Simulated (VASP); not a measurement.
Input of a VASP 6.6.1 run:

The input POSCAR:

```
Si
1.0
    0.0000000000      1.6067104218      1.6067104218
    1.6067104218      0.0000000000      1.6067104218
    1.6067104218      1.6067104218      0.0000000000
Si
1
Direct
    0.0000000000      0.0000000000      0.0000000000
```

INCAR.step1

```
PREC = Accurate ; ENCUT = 550
ISMEAR = 0 ; SIGMA = 0.1
LREAL = False ; LASPH = True
NELM = 120 ; NBANDS = 8
GGA = PE ; ALGO = Normal
EDIFF = 1E-5 ; LWAVE = True
LCHARG = False ; GGA_COMPAT = False
```

The input INCAR.step2:

```
PREC = Accurate ; ENCUT = 550
EDIFF = 1E-6 ; ISMEAR = 0
SIGMA = 0.1 ; LREAL = False
LASPH = True ; NELM = 120
ALGO = Normal ; ISIF = 2
LWAVE = False ; LCHARG = False
METAGGA = R2SCAN ; LMIXTAU = True
NBANDS = 8 ; ISTART = 1
GGA_COMPAT = False
```

Contents of KPOINTS:

```
regular mesh
0
Gamma
  10 10 10
```

Potentials or basis: VASP PAW PBE potentials, release 64 (Si).

Run with:

```sh
$ cat potpaw_PBE.64/Si/POTCAR > POTCAR
$ cp INCAR.step1 INCAR
$ mpirun -np 1 vasp_std > vasp.out
$ cp INCAR.step2 INCAR
$ mpirun -np 1 vasp_std > vasp.out
```

(1) What does it give for the pressure?

(2) What does it give for the band gap on the k mesh?

## Answers

(1) 149.9 GPa.

(2) zero (bands 2 and 3 overlap by 19.38 eV).

Caveat: the cell stands under pressure; the PAW data sets were made with another functional, which shifts forces and pressure a little.
